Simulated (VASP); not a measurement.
Here is a VASP 6.6.1 calculation.

Contents of INCAR:

```
SYSTEM = PrScO
  PREC = Accurate
  ENCUT = 600
  EDIFF = 1E-6
  ISMEAR = 0
  SIGMA = 0.2
  LREAL = .FALSE.
  LASPH = .TRUE.
  NELM = 200
  ALGO = Normal
  ISIF = 2
  LWAVE = .FALSE.
  LCHARG = .TRUE.
  GGA = PE
  LELF = .TRUE.
  LVHAR = .TRUE.
  NBANDS = 37
  GGA_COMPAT = .FALSE.
  LMAXMIX = 6
```

KPOINTS

```
regular mesh
0
G
  4 4 3
  0 0 0
```

POSCAR

```
PrScO
1.0
    4.8199969346     -0.0000000028      0.0000000000
   -2.4099984649      4.1742397929      0.0000000000
    0.0000000000      0.0000000000      5.9722225424
Pr Sc O
2 2 2
Direct
    0.3333333333      0.6666666667      0.5000000000
    0.6666666667      0.3333333333      0.5000000000
    0.3333333333      0.6666666667      0.0000000000
    0.6666666667      0.3333333333      0.0000000000
    0.0000000000      0.0000000000      0.7334460416
    0.0000000000      0.0000000000      0.2665539584
```

Potentials or basis: VASP PAW PBE potentials, release 64 (Pr_3, Sc_sv, O), 4f in core.

Launch:

```sh
$ cat potpaw_PBE.64/Pr_3/POTCAR potpaw_PBE.64/Sc_sv/POTCAR potpaw_PBE.64/O/POTCAR > POTCAR
$ mpirun -np 1 vasp_std > vasp.out
```

Task: Predict the largest force.

Result: 0.009 eV/Å.

Task: What does it give for the pressure?

Result: 0.1 GPa.

Task: Estimate the band gap on the k mesh.

Result: Zero (bands 28 and 29 overlap by 0.23 eV).

Stress tensor (GPa, compression positive):
```
0.04 0.00 0.00
0.00 0.04 0.00
0.00 0.00 0.35
```

Caveat: the k points lie up to 0.38 Å⁻¹ apart; spin-orbit coupling is left out, which moves the levels of the heavy elements; the 4f electrons are frozen in the core, so they carry no moment and show no levels; the run has no spin polarisation, though such a crystal can be magnetic. With open d or f shells a metallic result of PBE can be an artefact of self-interaction; +U or a hybrid may open a gap.
